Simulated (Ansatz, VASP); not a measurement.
## CaO in VASP and in Ansatz

Contents of POSCAR:

```
CaO
1.0
    3.0611435324      0.0000000000      0.0000000000
    0.0000000000      3.0611435324      0.0000000000
    0.0000000000      0.0000000000      3.0611435324
Ca O
1 1
Direct
    0.0000000000      0.0000000000      0.0000000000
    0.5000000000      0.5000000000      0.5000000000
```

File INCAR.step1:

```
SYSTEM = CaO
PREC = Accurate ; ENCUT = 520
ISMEAR = 0 ; SIGMA = 0.01
LREAL = .False. ; LASPH = .True.
NELM = 80 ; NBANDS = 15
GGA = PE ; ALGO = Normal
EDIFF = 1E-4 ; LWAVE = .True.
LCHARG = .False.
```

File INCAR.step2:

```
SYSTEM = CaO
PREC = Accurate ; ENCUT = 520
EDIFF = 1E-7 ; ISMEAR = 0
SIGMA = 0.01 ; LREAL = .False.
LASPH = .True. ; NELM = 80
ALGO = Normal ; ISIF = 2
LWAVE = .False. ; LCHARG = .False.
METAGGA = R2SCAN ; LMIXTAU = .True.
NBANDS = 15 ; ISTART = 1
```

KPOINTS

```
regular mesh
0
Gamma
  8 8 8
  0 0 0
```

Input for Ansatz:

```yaml
crystal:
  lattice:
    - [3.0611435324, 0.0, 0.0]
    - [0.0, 3.0611435324, 0.0]
    - [0.0, 0.0, 3.0611435324]
  atoms:
    - { symbol: Ca, position: [0.0, 0.0, 0.0] }
    - { symbol: O, position: [0.5, 0.5, 0.5] }
kpoints:
  mp_grid: { grid: [8, 8, 8] }
  band_path:
    path:
      - [0.0, 0.0, 0.0]
      - [0.0, 0.5, 0.0]
      - [0.5, 0.5, 0.0]
      - [0.5, 0.5, 0.5]
      - [0.0, 0.5, 0.5]
    npoints: 1
hamiltonian:
  xc: r2scan
scf:
  occupations: { method: fixed }
  n_extra_bands: 4
output:
  forces: true
  stress: true
  eigenvalues: true
  write_density: true
  write_potential: true
  elf: true
  volumetric_format: npy
```

Change from the starting cell: hydrostatic strain +5.4%.

Alike in both runs: task single point; functional r2SCAN; k mesh 8 × 8 × 8; no spin polarisation.

```csv
,VASP,Ansatz
version,VASP 6.6.1,Ansatz 0.2.0
potentials or method,"VASP PAW PBE potentials, release 64 (Ca_sv, O)","plane waves, PAW"
plane-wave cutoff (eV),520,500
occupations,"gaussian, width 0.01 eV",fixed
valence electrons in the cell,16,16
```

```csv
,VASP,Ansatz,Ansatz less VASP
gap on the k mesh at the Fermi level (eV),3.27,3.27,-0.006
pressure (GPa),-13.2,-13.8,-0.52
```

VASP's potentials were made for PBE, not for r2SCAN.
